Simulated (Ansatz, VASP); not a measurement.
## One calculation of BN, two programs

INCAR

```
SYSTEM = BN
  PREC = Accurate
  ENCUT = 520
  EDIFF = 1E-6
  ISMEAR = -1
  SIGMA = 0.02
  LREAL = .False.
  LASPH = .True.
  NELM = 60
  ALGO = Normal
  ISIF = 2
  LWAVE = .False.
  LCHARG = .True.
  GGA = PE
  LELF = .True.
  LVHAR = .True.
  NBANDS = 16
```

Contents of KPOINTS:

```
Automatic mesh
0
Gamma
  12 12 4
  0 0 0
```

Contents of POSCAR:

```
BN
1.0
    2.6121085884      0.0000000000      0.0000000000
   -1.3060542942      2.2621523950      0.0000000000
    0.0000000000      0.0000000000      6.4858365899
B N
2 2
Direct
    0.3333333333      0.6666666667      0.2500000000
    0.6666666667      0.3333333333      0.7500000000
    0.3333333333      0.6666666667      0.7500000000
    0.6666666667      0.3333333333      0.2500000000
```

Input for Ansatz:

```yaml
crystal:
  lattice:
    - [2.6121085884, 0.0, 0.0]
    - [-1.3060542942, 2.262152395, 0.0]
    - [0.0, 0.0, 6.4858365899]
  atoms:
    - { symbol: B, position: [0.3333333333, 0.6666666667, 0.25] }
    - { symbol: B, position: [0.6666666667, 0.3333333333, 0.75] }
    - { symbol: "N", position: [0.3333333333, 0.6666666667, 0.75] }
    - { symbol: "N", position: [0.6666666667, 0.3333333333, 0.25] }
kpoints:
  mp_grid: { grid: [12, 12, 4] }
  band_path:
    path:
      - [0.0, 0.0, 0.0]
      - [0.5, 0.0, 0.0]
      - [0.3333333333, 0.3333333333, 0.0]
      - [0.0, 0.0, 0.5]
      - [0.5, 0.0, 0.5]
      - [0.3333333333, 0.3333333333, 0.5]
      - [0.294271, 0.294271, -0.002604]
      - [0.0, 0.5, 0.0]
    npoints: 1
hamiltonian:
  xc: pbe
scf:
  occupations: { method: fermi_dirac, width: 0.02 }
  n_extra_bands: 5
output:
  forces: true
  stress: true
  eigenvalues: true
  write_density: true
  write_potential: true
  elf: true
  volumetric_format: npy
```

Change from the starting cell: epitaxial_xy strain +4.5%.

Alike in both runs: task single point; functional PBE; k mesh 12 × 12 × 4; occupations fermi-dirac, width 0.02 eV; no spin polarisation.

|  | VASP | Ansatz |
| --- | --- | --- |
| version | VASP 6.6.1 | Ansatz 0.2.0 |
| potentials or method | VASP PAW PBE potentials, release 64 (B, N) | plane waves, PAW |
| plane-wave cutoff (eV) | 520 | 420 |
| valence electrons in the cell | 16 | 16 |

```csv
,VASP,Ansatz,Ansatz less VASP
gap on the k mesh at the Fermi level (eV),3.98,3.99,+0.005
pressure (GPa),-22.6,-22.6,-0.04
"traceless stress, the component that is largest in VASP (GPa)",25.78,25.92,+0.145
```

The functional is the same, so the differences come from potentials, cutoffs and numerics.
